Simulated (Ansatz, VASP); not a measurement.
## Two plane-wave programs on Pd

INCAR

```
SYSTEM = Pd
  PREC = Accurate
  ENCUT = 520
  EDIFF = 1E-8
  ISMEAR = -1
  SIGMA = 0.05
  LREAL = .FALSE.
  LASPH = .TRUE.
  NELM = 60
  ALGO = Normal
  ISIF = 2
  LWAVE = .FALSE.
  LCHARG = .FALSE.
  GGA = PS
  LEFG = .TRUE.
  NBANDS = 17
```

Contents of KPOINTS:

```
Automatic mesh
0
G
  12 12 7
  0 0 0
```

POSCAR

```
Pd
1.0
    2.7983685316      0.0000000000      0.0000000000
   -1.3991842658      2.4234582375      0.0000000000
    0.0000000000      0.0000000000      4.5333570212
Pd
2
Direct
    0.2733333333      0.6366666667      0.2050000000
    0.7266666667      0.3633333333      0.7950000000
```

Input for Ansatz:

```yaml
crystal:
  lattice:
    - [2.7983685316, 0.0, 0.0]
    - [-1.3991842658, 2.4234582375, 0.0]
    - [0.0, 0.0, 4.5333570212]
  atoms:
    - { symbol: Pd, position: [0.2733333333, 0.6366666667, 0.205] }
    - { symbol: Pd, position: [0.7266666667, 0.3633333333, 0.795] }
kpoints:
  mp_grid: { grid: [12, 12, 7] }
scf:
  occupations: { method: fermi_dirac, width: 0.05 }
hamiltonian:
  xc: pbesol
  pseudopotentials: { kind: paw }
output:
  forces: true
  stress: true
  eigenvalues: true
  efg: { contact_densities: true }
  populations: true
  write_density: true
  write_potential: true
  elf: true
  volumetric_format: npy
```

Change from the starting cell: shortest bond scaled by 0.82, PAW files.

Alike in both runs: task electric field gradients; functional PBEsol; k mesh 12 × 12 × 7; occupations fermi-dirac, width 0.05 eV; no spin polarisation.

|  | VASP | Ansatz |
| --- | --- | --- |
| version | VASP 6.6.1 | Ansatz 0.2.0 |
| potentials or method | VASP PAW PBE potentials, release 64 (Pd) | PAW with Ansatz's default frozen-core files, scalar-relativistic |
| plane-wave cutoff (eV) | 520 | 420 |
| valence electrons in the cell | 20 | 36 |

|  | VASP | Ansatz | Ansatz less VASP |
| --- | --- | --- | --- |
| pressure (GPa) | 11.6 | 12.3 | +0.68 |
| traceless stress, the component that is largest in VASP (GPa) | 11.81 | 12.23 | +0.428 |
| rms of the force components (eV/Å) | 2.778 | 2.845 | +0.0675 |
| size of Vzz on the site where it differs most (V/Å²) | 39.8 | 75.0 | +35.21 |

VASP's potentials were made for PBE, not for PBEsol. Atom by atom the forces differ by 0.068 eV/Å (rms over components). The functional is the same, so the differences come from potentials, cutoffs and numerics. VASP's potentials hold 20 valence electrons a cell and Ansatz's 36, so a difference there can come from the potentials and not from the codes.
